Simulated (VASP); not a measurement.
# C (P6_3/mmc) in VASP: further runs, part 2 of 2

VASP 6.6.1. Earlier steps stand in the parts before.

## (5) Single point, BLYP

This run uses another cell than the first one, of 5.79 Å³/atom.

INCAR

```
SYSTEM = C
PREC = Accurate
ENCUT = 520
EDIFF = 1E-6
ISMEAR = -1
SIGMA = 0.05
LREAL = .False.
LASPH = .True.
NELM = 80
ALGO = Normal
ISIF = 2
LWAVE = .False.
LCHARG = .False.
GGA = B5
ALDAX = 1.0
AGGAX = 1.0
AGGAC = 1.0
ALDAC = 0.0
NBANDS = 26
```

KPOINTS

```
Automatic mesh
0
Gamma
  12 12 4
  0 0 0
```

POSCAR

```
C
1.0
    2.5388031358      0.0000000000      0.0000000000
   -1.2694015679      2.1986680108      0.0000000000
    0.0000000000      0.0000000000      8.2916519209
C
8
Direct
    0.6666666667      0.3333333333      0.8437500000
    0.3333333333      0.6666666667      0.3437500000
    0.6666666667      0.3333333333      0.6562500000
    0.3333333333      0.6666666667      0.1562500000
    0.0000000000      0.0000000000      0.9062500000
    0.0000000000      0.0000000000      0.4062500000
    0.0000000000      0.0000000000      0.5937500000
    0.0000000000      0.0000000000      0.0937500000
```

Potentials or basis: VASP PAW PBE potentials, release 64 (C).

Run with:

```bash
$ cat potpaw_PBE.64/C/POTCAR > POTCAR
$ mpirun -np 1 vasp_std > vasp.out
```

OUTCAR:

```text
SYSTEM = C
   PREC = Accurate
   ENCUT = 520
   EDIFF = 1E-6
   ISMEAR = -1
   LREAL = .False.
   LASPH = .True.
   NELM = 80
   ISIF = 2
   GGA = B5

 ion  position               nearest neighbor table
   1  0.667  0.333  0.844-   3 1.55   5 1.55   5 1.55   5 1.55
   2  0.333  0.667  0.344-   4 1.55   6 1.55   6 1.55   6 1.55
   3  0.667  0.333  0.656-   1 1.55   7 1.55   7 1.55   7 1.55
   4  0.333  0.667  0.156-   2 1.55   8 1.55   8 1.55   8 1.55
   5  0.000  0.000  0.906-   8 1.55   1 1.55   1 1.55   1 1.55
[... 913 lines left out ...]
  Total       -0.0829809     -0.0829809      3.3139092      0.0000000     -0.0000000      0.0000000
  in kB       -2.8724931     -2.8724931    114.7153265      0.0000000     -0.0000000      0.0000000
  external PRESSURE =      36.3234468 kB  Pullay stress =       0.0000000 kB

 VOLUME and BASIS-vectors are now :
 -----------------------------------------------------------------------------
  energy-cutoff  :      520.00
  volume of cell :       46.28
      direct lattice vectors                 reciprocal lattice vectors
     2.538803136  0.000000000  0.000000000     0.393886389  0.227410413  0.000000000
    -1.269401568  2.198668011  0.000000000     0.000000000  0.454820826  0.000000000
     0.000000000  0.000000000  8.291651921     0.000000000  0.000000000  0.120603230

 POSITION                                       TOTAL-FORCE (eV/Angst)
 -----------------------------------------------------------------------------------
      1.26940      0.73289      6.99608        -0.000000      0.000000      0.301041
     -0.00000      1.46578      2.85026        -0.000000     -0.000000      0.301041
      1.26940      0.73289      5.44140        -0.000000      0.000000     -0.301041
     -0.00000      1.46578      1.29557         0.000000     -0.000000     -0.301041
      0.00000      0.00000      7.51431        -0.000000     -0.000000      0.327636
      0.00000      0.00000      3.36848         0.000000      0.000000      0.327636
      0.00000      0.00000      4.92317        -0.000000     -0.000000     -0.327636
      0.00000      0.00000      0.77734         0.000000     -0.000000     -0.327636
 -----------------------------------------------------------------------------------
    total drift:                               -0.000000      0.000000      0.000000

  FREE ENERGIE OF THE ION-ELECTRON SYSTEM (eV)
  ---------------------------------------------------
  free  energy   TOTEN  =       -66.8046675891 eV

  energy  without entropy=      -66.8046675891  energy(sigma->0) =      -66.80466759
```

OSZICAR:

```text
N       E                     dE             d eps       ncg     rms          rms(c)
DAV:   1     0.687224087454E+02    0.68722E+02   -0.16567E+04  2964   0.119E+03
DAV:   2    -0.643082961871E+02   -0.13303E+03   -0.12419E+03  3942   0.229E+02
DAV:   3    -0.695943843671E+02   -0.52861E+01   -0.52413E+01  4044   0.399E+01
DAV:   4    -0.696498295562E+02   -0.55445E-01   -0.55341E-01  3858   0.443E+00
DAV:   5    -0.696508883221E+02   -0.10588E-02   -0.10579E-02  3950   0.580E-01    0.110E+01
DAV:   6    -0.675379374122E+02    0.21130E+01   -0.15465E+00  3376   0.667E+00    0.647E+00
DAV:   7    -0.668011739722E+02    0.73676E+00   -0.20347E+00  3534   0.775E+00    0.143E+00
DAV:   8    -0.668047055346E+02   -0.35316E-02   -0.41419E-02  3864   0.111E+00    0.828E-02
DAV:   9    -0.668046307058E+02    0.74829E-04   -0.62375E-04  3804   0.154E-01    0.405E-02
DAV:  10    -0.668046694146E+02   -0.38709E-04   -0.48462E-05  3860   0.469E-02    0.113E-02
DAV:  11    -0.668046677578E+02    0.16567E-05   -0.96300E-07  2936   0.679E-03    0.266E-03
DAV:  12    -0.668046675891E+02    0.16871E-06   -0.23493E-07  2686   0.318E-03
   1 F= -.66804668E+02 E0= -.66804668E+02  d E =-.107844E-10
```

stdout:

```text
POSCAR found type information on POSCAR C
 POSCAR found :  1 types and       8 ions
 scaLAPACK will be used
 -----------------------------------------------------------------------------
|                                                                             |
|                                                                             |
|     You enforced a specific xc type in the INCAR file but a different       |
|     I HOPE YOU KNOW WHAT YOU ARE DOING!                                     |
|                                                                             |
 -----------------------------------------------------------------------------

 LDA part: xc-table for (Slater(with rela. corr.)+VWN5), standard interpolation
 POSCAR, INCAR and KPOINTS ok, starting setup
 FFT: planning ... GRIDC
 FFT: planning ... GRID_SOFT
 FFT: planning ... GRID
 WAVECAR not read
 entering main loop
```

Wall time 80 s (1 thread of Intel Xeon Platinum 8488C (Sapphire Rapids), shared host); peak memory 0.18 GiB.

What came out:

| Property | Result |
| --- | --- |
| Free energy | -66.8047 eV |
| Pressure | 3.6 GPa |
| Largest force | 0.328 eV/Å |
| Band gap on the k mesh | 4.70 eV (least direct gap 5.30 eV) |

Forces on the atoms (eV/Å):
```
C    0.000  0.000  0.301
C    0.000  0.000  0.301
C    0.000  0.000 -0.301
C    0.000  0.000 -0.301
C    0.000  0.000  0.328
C    0.000  0.000  0.328
C    0.000  0.000 -0.328
C    0.000  0.000 -0.328
```

Caveat: the cell stands under pressure; the PAW data sets were made with another functional, which shifts forces and pressure a little. A k mesh can miss the band edges.

## (6) Single point, BLYP

This run uses another cell than the first one, of 6.01 Å³/atom.

INCAR

```
PREC = Accurate ; ENCUT = 520
EDIFF = 1E-6 ; ISMEAR = -1
SIGMA = 0.05 ; LREAL = False
LASPH = True ; NELM = 60
ALGO = Normal ; ISIF = 2
LWAVE = False ; LCHARG = False
GGA = B5 ; ALDAX = 1.0
AGGAX = 1.0 ; AGGAC = 1.0
ALDAC = 0.0 ; NBANDS = 26
```

KPOINTS

```
Automatic mesh
0
Gamma
  12 12 4
```

Changes to POSCAR since step 5:

```diff
@@ -2,5 +2,5 @@
 1.0
-    2.5388031358      0.0000000000      0.0000000000
-   -1.2694015679      2.1986680108      0.0000000000
-    0.0000000000      0.0000000000      8.2916519209
+    2.5715654994      0.0000000000      0.0000000000
+   -1.2857827497      2.2270410500      0.0000000000
+    0.0000000000      0.0000000000      8.3986527796
 C
```

Potentials or basis: VASP PAW PBE potentials, release 64 (C).

Run with:

```bash
$ cat potpaw_PBE.64/C/POTCAR > POTCAR
$ mpirun -np 1 vasp_std > vasp.out
```

Run time: 75 s. Hardware: 1 thread of Intel Xeon Platinum 8488C (Sapphire Rapids), shared host; peak memory 0.18 GiB.

The run converged. Its results:

* Free energy: -66.7599 eV
* Pressure: -11.5 GPa
* Largest force: 0.305 eV/Å
* Band gap on the k mesh: 4.59 eV (least direct gap 5.21 eV)

Forces in eV/Å, atoms in the order of the input:
```
C    0.000  0.000  0.283
C    0.000  0.000  0.283
C    0.000  0.000 -0.283
C    0.000  0.000 -0.283
C    0.000  0.000  0.305
C    0.000  0.000  0.305
C    0.000  0.000 -0.305
C    0.000  0.000 -0.305
```

Stress tensor (GPa, compression positive):
```
-15.00   0.00   0.00
  0.00 -15.00   0.00
  0.00   0.00  -4.37
```

Levels at points of the mesh, in eV from the valence-band top:
```tsv
k point	band 13	band 14	band 15	band 16	band 17	band 18	band 19	band 20
(0.00, 0.00, 0.00)	-1.60	-0.20	0.00	0.00	5.21	5.21	5.69	6.95
(0.50, 0.00, 0.00)	-4.62	-4.23	-3.41	-2.72	4.67	5.67	6.01	6.16
(0.00, 0.00, 0.50)	-0.61	-0.61	-0.61	-0.61	5.94	5.94	5.94	5.94
(0.50, 0.00, 0.50)	-4.35	-4.35	-3.38	-3.38	5.00	5.00	7.20	7.20
```

Caveat: the cell stands under tension; the PAW data sets were made with another functional, which shifts forces and pressure a little.

## (7) The runs side by side

```tsv
cell	gap on the mesh (eV)	pressure (GPa)	largest force (eV/Å)
a = 2.488, b = 2.488, c = 8.126 Å, angles 90.0, 90.0, 120.0°, 8 atoms	4.87	32.2	0.37
a = 2.505, b = 2.505, c = 8.182 Å, angles 90.0, 90.0, 120.0°, 8 atoms	4.81	21.8	0.35
a = 2.522, b = 2.522, c = 8.237 Å, angles 90.0, 90.0, 120.0°, 8 atoms	4.75	12.3	0.34
a = 2.539, b = 2.539, c = 8.292 Å, angles 90.0, 90.0, 120.0°, 8 atoms	4.70	3.6	0.33
a = 2.572, b = 2.572, c = 8.399 Å, angles 90.0, 90.0, 120.0°, 8 atoms	4.59	-11.5	0.30
```

Alike in all rows: task single point; level BLYP; potentials or basis VASP PAW PBE potentials, release 64 (C); no spin polarisation; k mesh 12 × 12 × 4; cutoff (eV) 520; smearing fermi-dirac 0.05 eV.

Caveats: the PAW data sets were made with another functional, which shifts forces and pressure a little; the cell stands under pressure (at least some runs); the cell stands under tension (at least some runs).

Total energies depend on the potentials used, so only differences within one code and one set of settings carry meaning.
